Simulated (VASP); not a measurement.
# Si62P (a cell with a defect) in VASP: single point with PBE

Aim: the single point of Si62P (a cell with a defect) with PBE.

Program: VASP 6.6.1. These are calculated values, not measurements. Logs are shortened: lines on timing, memory, paths and dates and some standing lists are left out, and cuts for length are marked.

## Step 1: The cell of the first run

The cell holds a defect, 63 atoms: a = 10.860 Å, b = 10.860 Å, c = 10.860 Å, α = 90.00°, β = 90.00°, γ = 90.00°.

## Step 2: Single point, PBE, collinear spin, ferromagnetic start

File INCAR:

```
PREC     = Accurate       # precision mode
ENCUT    = 520            # plane-wave cutoff, eV
EDIFF    = 1E-6           # SCF threshold, eV
ISMEAR   = 0              # smearing method
SIGMA    = 0.02           # smearing width, eV
LREAL    = Auto         
LASPH    = T              # aspherical terms in the spheres
NELM     = 150            # most SCF steps
ALGO     = Normal         # electronic algorithm
ISIF     = 2              # what is computed and relaxed
LWAVE    = F              # write WAVECAR
LCHARG   = F              # write CHGCAR
ISPIN    = 2              # spin polarisation
MAGMOM   = 0 0 0 0 0 0 0 0 0 0 0 0 0 0 0 0 0 0 0 0 0 0 0 0 0 0 0 0 0 0 0 0 0 0 0 0 0 0 0 0 0 0 0 0 0 0 0 0 0 0 0 0 0 0 0 0 0 0 0 0 0 0 0.06 # initial moments
LORBIT   = 11             # projections on sites
GGA      = PE             # functional
NBANDS   = 168            # bands
NELECT   = 251.0        
LUSENCCL = F
```

File KPOINTS:

```
regular mesh
0
Gamma
  1 1 1
```

File POSCAR:

```
Si62P
1.0
   10.8600000000      0.0000000000      0.0000000000
    0.0000000000     10.8600000000      0.0000000000
    0.0000000000      0.0000000000     10.8600000000
Si P
62 1
Direct
    0.5002709024     -0.0002709024      0.0000767035
    0.6261250460      0.1271673112      0.1252667587
    0.7538035912      0.2543219153     -0.0012352670
    0.8745617864      0.3816087477      0.1254382136
    0.7490837017      0.0021622468      0.2509162983
    0.8747332413      0.1271673112      0.3738749540
   -0.0000872928     -0.0000790055      0.0000872928
    0.1247843462      0.1272261510      0.1211785451
    0.2486415285      0.2513584715     -0.0074274401
    0.3727738490      0.3752156538      0.1211785451
    0.5000790055      0.5000872928      0.0000872928
    0.6226279006      0.6259163904      0.1259163904
    0.7494502762      0.7505497238      0.0036997238
    0.8740836096      0.8773720994      0.1259163904
    0.2486856354      0.0012716390      0.2481998158
    0.3759427256      0.1240572744      0.3731130755
    0.4987283610      0.2513143646      0.2481998158
    0.6255301105      0.3738049724      0.3744698895
    0.7494502762      0.5036997238      0.2505497238
    0.8740836096      0.6259163904      0.3773720994
    0.5000740331     -0.0000740331      0.4999259669
    0.6268869245      0.1240572744      0.6240572744
    0.7518001842      0.2513143646      0.5012716390
    0.8788214549      0.3752156538      0.6272261510
    0.7518001842      0.0012716390      0.7513143646
    0.8788214549      0.1272261510      0.8752156538
    0.1183912523      0.6254382136      0.1254382136
    0.2456780847      0.7461964088     -0.0012352670
    0.3728326888      0.8738749540      0.1252667587
    0.0012352670      0.2543219153      0.2461964088
    0.1251965009      0.3748034991      0.3748808471
    0.2456780847      0.4987647330      0.2461964088
    0.3728326888      0.6252667587      0.3738749540
    0.4978377532      0.7509162983      0.2509162983
    0.6248115101      0.8751884899      0.3751884899
   -0.0000767035     -0.0002709024      0.4997290976
    0.1282774401      0.1234786372      0.6234786372
    0.2510429098      0.2489570902      0.4981060773
    0.3765213628      0.3717225599      0.6234786372
    0.5002709024      0.5000767035      0.4997290976
    0.6261250460      0.6252667587      0.6271673112
    0.7490837017      0.7509162983      0.5021622468
    0.8747332413      0.8738749540      0.6271673112
    0.2510429098     -0.0018939227      0.7489570902
    0.3765213628      0.1234786372      0.8717225599
    0.5018939227      0.2489570902      0.7489570902
    0.6251191529      0.3748034991      0.8748034991
    0.7538035912      0.4987647330      0.7543219153
    0.8745617864      0.6254382136      0.8816087477
   -0.0036997238      0.7505497238      0.2505497238
    0.1261950276      0.8744698895      0.3744698895
   -0.0000872928      0.5000872928      0.4999209945
    0.1247843462      0.6211785451      0.6272261510
    0.2486856354      0.7481998158      0.5012716390
    0.3759427256      0.8731130755      0.6240572744
    0.0074274401      0.2513584715      0.7513584715
    0.2486415285      0.4925725599      0.7513584715
    0.3727738490      0.6211785451      0.8752156538
    0.4987283610      0.7481998158      0.7513143646
    0.6255301105      0.8744698895      0.8738049724
    0.0012352670      0.7461964088      0.7543219153
    0.1251965009      0.8748808471      0.8748034991
    0.1236752302      0.3763247698     -0.1236752302
```

Potentials or basis: VASP PAW PBE potentials, release 64 (Si, P).

Command:

```bash
$ cat potpaw_PBE.64/Si/POTCAR potpaw_PBE.64/P/POTCAR > POTCAR
$ mpirun -np 1 vasp_gam > vasp.out
```

OUTCAR:

```text
PREC = Accurate
   ENCUT = 520
   EDIFF = 1E-6
   ISMEAR = 0
   LREAL = Auto
   LASPH = T
   NELM = 150
   ISIF = 2
   ISPIN = 2
   LORBIT = 11
   GGA = PE
   NELECT = 251.0

 ion  position               nearest neighbor table
   1  0.500  1.000  0.000-  45 2.36  60 2.36   2 2.37  29 2.37
   2  0.626  0.127  0.125-   5 2.34  17 2.35   1 2.37   3 2.39
   3  0.754  0.254  0.999-  47 2.34   4 2.35  26 2.36   2 2.39
   4  0.875  0.382  0.125-  19 2.33   3 2.35  30 2.35
   5  0.749  0.002  0.251-   2 2.34   6 2.34  14 2.35  35 2.35
   6  0.875  0.127  0.374-   5 2.34  23 2.35  36 2.37  30 2.39
   7  1.000  1.000  0.000-   8 2.34  26 2.34  14 2.35  62 2.36
   8  0.125  0.127  0.121-   7 2.34  30 2.36   9 2.36  15 2.36
   9  0.249  0.251  0.993-  63 2.30  10 2.36   8 2.36  45 2.36
  10  0.373  0.375  0.121-  11 2.34  32 2.36   9 2.36  17 2.36
[... 39 lines left out ...]
  50  0.996  0.751  0.251-  27 2.33  20 2.34  14 2.34  51 2.37
  51  0.126  0.874  0.374-  15 2.36  54 2.36  36 2.36  50 2.37
  52  1.000  0.500  0.500-  24 2.34  53 2.34  20 2.35  31 2.36
  53  0.125  0.621  0.627-  52 2.34  61 2.36  57 2.36  54 2.36
  54  0.249  0.748  0.501-  33 2.35  55 2.35  51 2.36  53 2.36
  55  0.376  0.873  0.624-  44 2.35  54 2.35  59 2.35  21 2.35
  56  0.007  0.251  0.751-  63 2.30  26 2.36  24 2.36  37 2.36
  57  0.249  0.493  0.751-  63 2.30  58 2.36  53 2.36  39 2.36
  58  0.373  0.621  0.875-  11 2.34  28 2.36  57 2.36  59 2.36
  59  0.499  0.748  0.751-  41 2.35  55 2.35  60 2.36  58 2.36
  60  0.626  0.874  0.874-  25 2.36  59 2.36   1 2.36  13 2.37
  61  0.001  0.746  0.754-  62 2.34  49 2.35  53 2.36  43 2.39
  62  0.125  0.875  0.875-  28 2.34  61 2.34  44 2.35   7 2.36
  63  0.124  0.376  0.876-   9 2.30  56 2.30  57 2.30

  LATTYP: Found a simple cubic cell.
 ALAT       =    10.8600000000

  Lattice vectors:

 A1 = (  10.8600000000,   0.0000000000,   0.0000000000)
 A2 = (   0.0000000000,  10.8600000000,   0.0000000000)
 A3 = (   0.0000000000,   0.0000000000,  10.8600000000)

Analysis of symmetry for initial positions (statically):
=====================================================================
 Subroutine PRICEL returns:
 Original cell was already a primitive cell.

 Routine SETGRP: Setting up the symmetry group for a
 simple cubic supercell.

 Subroutine GETGRP returns: Found  6 space group operations
 (whereof  2 operations were pure point group operations)
 out of a pool of 48 trial point group operations.

The static configuration has the point symmetry C_1h.
 The point group associated with its full space group is C_3v.

Analysis of symmetry for dynamics (positions and initial velocities):
=====================================================================
 Subroutine PRICEL returns:
 Original cell was already a primitive cell.

 Routine SETGRP: Setting up the symmetry group for a
 simple cubic supercell.

 Subroutine GETGRP returns: Found  6 space group operations
 (whereof  2 operations were pure point group operations)
 out of a pool of 48 trial point group operations.

The dynamic configuration has the point symmetry C_1h.
 The point group associated with its full space group is C_3v.

Analysis of structural, dynamic, and magnetic symmetry:
=====================================================================
 Subroutine PRICEL returns:
 Original cell was already a primitive cell.

 Routine SETGRP: Setting up the symmetry group for a
 simple cubic supercell.

 Subroutine GETGRP returns: Found  6 space group operations
 (whereof  2 operations were pure point group operations)
 out of a pool of 48 trial point group operations.

The overall configuration has the point symmetry C_1h.
 The point group associated with its full space group is C_3v.

[... 198 lines left out ...]
   EDIFFG = 0.1E-04   stopping-criterion for IOM
   NSW    =      0    number of steps for IOM
   IBRION =     -1    ionic relax: 0-MD 1-quasi-New 2-CG
   NFREE  =      0    steps in history (QN), initial steepest desc. (CG)
   ISIF   =      2    stress and relaxation
   ISYM   =      2    0-nonsym 1-usesym 2-fastsym
   POTIM  = 0.5000    time-step for ionic-motion
   TEBEG  =    0.0;   TEEND  =   0.0 temperature during run
   PSTRESS=    0.0 pullay stress
   NELECT =     251.0000    total number of electrons
   NUPDOWN=      -1.0000    fix difference up-down
   EMIN   =  10.00;   EMAX   =-10.00  energy-range for DOS
   EFERMI =   0.00;   METHOD = LEGACY
   ISMEAR =     0;   SIGMA  =   0.02  broadening in eV -4-tet -1-fermi 0-gaus
   EFERMI_NEDOS =   21; number of points for ismear=-14 and -15
   IALGO  =     38    algorithm
   IMIX   =      4    mixing-type and parameters
     AMIX     =   0.40;   BMIX     =  1.00
     AMIX_MAG =   1.60;   BMIX_MAG =  1.00
  volume/ion in A,a.u.               =      20.33       137.20
  Fermi-wavevector in a.u.,A,eV,Ry     =   0.950903  1.796946 12.302614  0.904217
  Thomas-Fermi vector in A             =   2.079323
   LORBIT       =     11    0 simple, 1 ext, 2 COOP (PROOUT), +10 PAW based schemes
   GGA     = PE    functional components
   LHFCALC =     F    Hartree Fock is set to
   AEXX    =    0.0000 exact exchange contribution
   IVDW    =     0    specifies the selected vdW correction
   LEPSILON=     F    determine dielectric tensor
   LRPA    =     F    only Hartree local field effects (RPA)
 spin polarized calculation
 Gauss-broadening in eV      SIGMA  =   0.02
  energy-cutoff  :      520.00
  volume of cell :     1280.82
 maximum number of plane-waves:     17229
 NGX is ok and might be reduce to    84
   NGX = 41   NGY = 41   NGZ = 41

 number of electron     250.9999990 magnetization       0.9979878

 Free energy of the ion-electron system (eV)
  ---------------------------------------------------
  ext. energy  EPLUGINS =         0.00000000
  ---------------------------------------------------
  free energy    TOTEN  =      -344.97080959 eV

  energy without entropy =     -344.97070891  energy(sigma->0) =     -344.97075925

 E-fermi :   5.8578     XC(G=0):  -9.3002

 val. band max:        5.8143749845   @ k =   0.0000   0.0000   0.0000
 cond. band min:       5.9012694809   @ k =   0.0000   0.0000   0.0000
 fundamental gap:      0.0868944964
 Fermi energy:         5.8578222328

 spin component 1

 k-point     1 :       0.0000    0.0000    0.0000
  band No.  band energies     occupation
      1      -6.3589      1.00000
      2      -5.8080      1.00000
      3      -5.1516      1.00000
      4      -5.1516      1.00000
      5      -5.1470      1.00000
      6      -5.1470      1.00000
[... 129 lines left out ...]
    136       6.8668      0.00000
    137       6.8668      0.00000
 Fermi energy:         5.8578222328

 spin component 2

 k-point     1 :       0.0000    0.0000    0.0000
  band No.  band energies     occupation
      1      -6.3307      1.00000
      2      -5.7697      1.00000
      3      -5.1374      1.00000
      4      -5.1374      1.00000
      5      -5.1331      1.00000
      6      -5.1331      1.00000
[... 129 lines left out ...]
    136       6.8745      0.00000
    137       6.8745      0.00000
 [bands above 137 left out]

------------------------ aborting loop because EDIFF is reached ----------------------------------------

  FORCE on cell =-STRESS in cart. coord.  units (eV):
  Direction    XX          YY          ZZ          XY          YZ          ZX
  --------------------------------------------------------------------------------------
  -------------------------------------------------------------------------------------
  Total       -4.1032209     -4.1032209     -4.1032209     -2.9593495      2.9593495     -2.9593495
  in kB       -5.1327015     -5.1327015     -5.1327015     -3.7018377      3.7018377     -3.7018377
  external PRESSURE =      -5.1327015 kB  Pullay stress =       0.0000000 kB

 VOLUME and BASIS-vectors are now :
 -----------------------------------------------------------------------------
  energy-cutoff  :      520.00
  volume of cell :     1280.82
      direct lattice vectors                 reciprocal lattice vectors
    10.860000000  0.000000000  0.000000000     0.092081031  0.000000000  0.000000000
     0.000000000 10.860000000  0.000000000     0.000000000  0.092081031  0.000000000
     0.000000000  0.000000000 10.860000000     0.000000000  0.000000000  0.092081031

 POSITION                                       TOTAL-FORCE (eV/Angst)
 -----------------------------------------------------------------------------------
      5.43294     10.85706      0.00083         0.004104     -0.004104     -0.007161
      6.79972      1.38104      1.36040         0.004836      0.001800      0.002147
      8.18631      2.76194     10.84659        -0.006171     -0.008808     -0.003431
      9.49774      4.14427      1.36226         0.007217      0.013982     -0.007217
      8.13505      0.02348      2.72495         0.001255     -0.002639     -0.001255
      9.49960      1.38104      4.06028        -0.002147      0.001800     -0.004836
[... 55 lines left out ...]
      1.35963      9.50121      9.50037        -0.000389      0.000438      0.000389
      1.34311      4.08689      9.51689         0.016224     -0.016224     -0.016224
 -----------------------------------------------------------------------------------
    total drift:                               -0.008913      0.008913      0.008913

  FREE ENERGIE OF THE ION-ELECTRON SYSTEM (eV)
  ---------------------------------------------------
  free  energy   TOTEN  =      -344.9708095911 eV

  energy  without entropy=     -344.9707089094  energy(sigma->0) =     -344.97075925

 total charge

# of ion       s       p       d       tot
------------------------------------------
    1        0.747   0.931   0.000   1.678
    2        0.745   0.930   0.000   1.675
    3        0.742   0.935   0.000   1.677
    4        0.781   0.845   0.000   1.626
    5        0.738   0.955   0.000   1.693
    6        0.745   0.930   0.000   1.675
[... 55 lines left out ...]
   62        0.738   0.956   0.000   1.695
   63        1.046   1.454   0.000   2.500
--------------------------------------------------
tot         47.049  59.718   0.000 106.767

 magnetization (x)

# of ion       s       p       d       tot
------------------------------------------
    1        0.000   0.008   0.000   0.008
    2        0.000   0.006   0.000   0.006
    3       -0.000   0.003   0.000   0.003
    4        0.002   0.017   0.000   0.019
    5        0.000   0.005   0.000   0.005
    6        0.000   0.006   0.000   0.006
[... 55 lines left out ...]
   62        0.000   0.003   0.000   0.003
   63        0.009   0.054   0.000   0.063
--------------------------------------------------
tot          0.022   0.434   0.000   0.456
```

Wall time 2.6 min (1 × NVIDIA H100 80GB with 1 thread of AMD EPYC 7R13 (Zen 3), shared host); peak memory 1.9 GiB.

Results:

```
Free energy                                           : -344.9708 eV
Largest force                                         : 0.028 eV/Å
Net moment                                            : 1.00 μB per cell
Site moments                                          : Si +0.01, +0.00, +0.02; P +0.06 μB
Valence electrons inside the program's atomic spheres : Si 1.68, 1.63, 1.69, 1.70, 1.66; P 2.50
```

Forces in eV/Å, atoms in the order of the input:
```
Si   0.004 -0.004 -0.007
Si   0.005  0.002  0.002
Si  -0.006 -0.009 -0.003
Si   0.007  0.014 -0.007
Si   0.001 -0.003 -0.001
Si  -0.002  0.002 -0.005
Si  -0.004 -0.002  0.004
Si  -0.002 -0.001  0.003
Si  -0.003  0.003  0.001
Si   0.001  0.002  0.003
Si   0.002  0.004  0.004
Si  -0.002  0.002  0.002
Si  -0.009  0.009  0.000
Si  -0.002  0.002  0.002
Si   0.000  0.004  0.002
Si   0.000  0.000  0.002
Si  -0.004  0.000  0.002
Si   0.003  0.001 -0.003
Si  -0.009  0.000  0.009
Si  -0.002  0.002  0.002
Si   0.008 -0.008 -0.008
Si  -0.002  0.000  0.000
Si  -0.002  0.000  0.004
Si  -0.003  0.002 -0.001
Si  -0.002  0.004  0.000
Si  -0.003 -0.001  0.002
Si  -0.014 -0.007 -0.007
Si   0.009  0.006 -0.003
Si  -0.002 -0.005  0.002
Si   0.003 -0.009  0.006
Si   0.000  0.000  0.000
Si   0.009 -0.003  0.006
Si  -0.002  0.002 -0.005
Si   0.003 -0.001 -0.001
Si   0.001 -0.001 -0.001
Si   0.007 -0.004 -0.004
Si  -0.008  0.000  0.000
Si   0.000  0.000 -0.003
Si   0.000  0.008  0.000
Si   0.004 -0.007 -0.004
Si   0.005  0.002  0.002
Si   0.001 -0.001 -0.003
Si  -0.002 -0.005  0.002
Si   0.000 -0.003  0.000
Si   0.000  0.000  0.008
Si   0.003  0.000  0.000
Si   0.000  0.000  0.000
Si  -0.006 -0.003 -0.009
Si   0.007 -0.007  0.014
Si   0.000  0.009  0.009
Si  -0.001 -0.003 -0.003
Si  -0.004  0.004 -0.002
Si  -0.002  0.003 -0.001
Si   0.000  0.002  0.004
Si   0.000  0.002  0.000
Si  -0.001  0.003  0.003
Si  -0.003  0.001  0.003
Si   0.001  0.003  0.002
Si  -0.004  0.002  0.000
Si   0.003 -0.003  0.001
Si   0.003  0.006 -0.009
Si   0.000  0.000  0.000
P    0.016 -0.016 -0.016
```

Levels at points of the mesh, in eV from the Fermi level:
Spin up:
```csv
k point,band 124,band 125,band 126,band 127,band 128,band 129
"(0.00, 0.00, 0.00)",-0.46,-0.46,-0.04,0.41,0.41,0.60
```
Spin down:
```csv
k point,band 123,band 124,band 125,band 126,band 127,band 128
"(0.00, 0.00, 0.00)",-0.75,-0.45,-0.45,0.04,0.45,0.45
```

Caveat: the k points lie up to 0.58 Å⁻¹ apart; the cell carries a net charge on a neutralising background, which shifts energy and pressure; the cell is charged against a uniform background, so pressure and absolute levels hang on convention.
